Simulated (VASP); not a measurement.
Runs of VASP 6.6.1 on MgO. The structure is that of space group P6_3/mmc (No. 194), or close to it. The cells are those of the table. 

| task | cell | k mesh | cutoff (eV) | gap on the mesh (eV) | pressure (GPa) |
| --- | --- | --- | --- | --- | --- |
| single point | a = 3.521, b = 3.521, c = 4.238 Å, angles 90.0, 90.0, 120.0°, 4 atoms | 6 × 6 × 6 | 520 | 3.26 | -0.5 |
| relaxation of shape and atoms at fixed volume | relaxed from a = 3.409, b = 3.409, c = 4.113 Å, angles 90.0, 90.0, 120.0°, 4 atoms | 9 × 9 × 6 | 600 | 3.75 | 13.5 |
| relaxation of shape and atoms at fixed volume | relaxed from a = 3.370, b = 3.370, c = 4.069 Å, angles 90.0, 90.0, 120.0°, 4 atoms | 9 × 9 × 6 | 600 | (a) | 20.0 |
| single point | a = 3.653, b = 3.653, c = 4.127 Å, angles 90.0, 90.0, 120.0°, 4 atoms | 9 × 9 × 6 | 520 | (c) | -4.6 |
| single point | a = 3.484, b = 3.484, c = 4.199 Å, angles 90.0, 90.0, 120.0°, 4 atoms | 9 × 9 × 6 | 520 | (b) | 3.5 |

Alike in all rows: level PBE; potentials or basis VASP PAW PBE potentials, release 64 (Mg, O); no spin polarisation; smearing gaussian 0.02 eV.

Task: Fill in the values left out.

Result: (a) 3.93; (b) 3.41; (c) 3.14.

Caveats: the relaxation stopped at its first step, so nothing moved (some runs).

